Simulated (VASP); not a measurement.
Input of a VASP 6.6.1 run:

File INCAR:

```
SYSTEM = B31N32
PREC = Accurate
ENCUT = 520
EDIFF = 1E-6
ISMEAR = -1
SIGMA = 0.05
LREAL = Auto
LASPH = .True.
NELM = 200
ALGO = Normal
ISIF = 2
LWAVE = .False.
LCHARG = .False.
ISPIN = 2
MAGMOM = 0 0 0 0 0 0 0 0 0 0 0 0 0 0 0 0 0 0 0 0 0 0 0 0 0 0 0 0 0 0 0 0 0 0 0 0 0 0 0.25 0 0.25 0 0 0 0 0 0 0 0 0.25 0 0 0 0 0 0 0 0 0 0.25 0 0 0
LORBIT = 11
NUPDOWN = 1.0
GGA = PS
ISYM = 0
NBANDS = 168
GGA_COMPAT = .False.
```

File KPOINTS:

```
Automatic mesh
0
Gamma
  1 1 1
  0.25 0.25 0.25
```

File POSCAR:

```
B31N32
1.0
    7.2115910000      0.0000000000      0.0000000000
    0.0000000000      7.2115910000      0.0000000000
    0.0000000000      0.0000000000      7.2115910000
B N
31 32
Direct
    0.9998080000      0.0005350000      0.9999440000
    0.9998240000      0.0002370000      0.5010910000
    0.9998180000      0.5016870000      0.9996390000
    0.9996330000      0.5005670000      0.4999720000
    0.5001270000      0.0001310000      0.9995330000
    0.4995050000      0.0006350000      0.4999430000
    0.4995070000      0.5005470000      0.0000320000
    0.2497930000      0.2507630000      0.0001400000
    0.2513140000      0.2521830000      0.5000510000
    0.2496120000      0.7504390000      0.9999540000
    0.2517900000      0.7490410000      0.5010060000
    0.7497280000      0.2504320000      0.9992840000
    0.7482970000      0.2515510000      0.5009600000
    0.7496910000      0.7504280000      0.9998890000
    0.7475900000      0.7493400000      0.5003030000
    0.2497890000      0.0007450000      0.2501670000
    0.2496180000      0.0005410000      0.7498540000
    0.2513140000      0.5006500000      0.2515890000
    0.2517870000      0.5016060000      0.7484550000
    0.7497270000      0.9998790000      0.2498300000
    0.7496940000      0.0004820000      0.7498290000
    0.7482870000      0.5015710000      0.2509560000
    0.7476000000      0.5009070000      0.7487490000
    0.0004870000      0.2507030000      0.2501060000
    0.9994320000      0.2507520000      0.7495700000
    0.9994300000      0.7501640000      0.2501700000
    0.9996500000      0.7505370000      0.7499470000
    0.4991570000      0.2504970000      0.2498800000
    0.5005610000      0.2524900000      0.7487270000
    0.5005470000      0.7493320000      0.2518880000
    0.4994880000      0.7495510000      0.7489570000
    0.1251340000      0.1257530000      0.1251510000
    0.1241880000      0.1252410000      0.6253960000
    0.1241770000      0.6259810000      0.1246480000
    0.1250700000      0.6257900000      0.6251960000
    0.6257090000      0.1238380000      0.1232540000
    0.6249000000      0.1259250000      0.6250990000
    0.6248980000      0.6256920000      0.1253340000
    0.6334260000      0.6368960000      0.6363120000
    0.3751380000      0.3758130000      0.1251890000
    0.3656750000      0.3663020000      0.6355840000
    0.3742440000      0.8767960000      0.1243070000
    0.3749230000      0.8762180000      0.6253500000
    0.8763750000      0.3746370000      0.1237780000
    0.8743490000      0.3762260000      0.6248450000
    0.8751310000      0.8754780000      0.1250870000
    0.8756630000      0.8766540000      0.6254970000
    0.3751420000      0.1257780000      0.3752190000
    0.3742460000      0.1248990000      0.8762110000
    0.3656840000      0.6361700000      0.3657140000
    0.3749220000      0.6259460000      0.8756240000
    0.8763760000      0.1243690000      0.3740430000
    0.8751290000      0.1256810000      0.8748960000
    0.8743500000      0.6254370000      0.3756330000
    0.8756580000      0.6260830000      0.8760630000
    0.1252190000      0.3761350000      0.3755370000
    0.1240250000      0.3751510000      0.8760440000
    0.1240320000      0.8766330000      0.3745570000
    0.1248200000      0.8758370000      0.8752420000
    0.6370650000      0.3613860000      0.3608010000
    0.6249340000      0.3759200000      0.8754470000
    0.6249440000      0.8760460000      0.3753370000
    0.6253190000      0.8768870000      0.8763000000
```

Potentials or basis: VASP PAW PBE potentials, release 64 (B, N).

The run is started by

```sh
$ cat potpaw_PBE.64/B/POTCAR potpaw_PBE.64/N/POTCAR > POTCAR
$ mpirun -np 1 vasp_std > vasp.out
```

(1) What does it give for the largest force?

(2) What does it give for the pressure?

## Answers

(1) 0.429 eV/Å.

(2) 1.6 GPa.

Caveat: the k points lie up to 0.87 Å⁻¹ apart; the PAW data sets were made with another functional, which shifts forces and pressure a little; the total moment is fixed, so each spin has its own Fermi level.
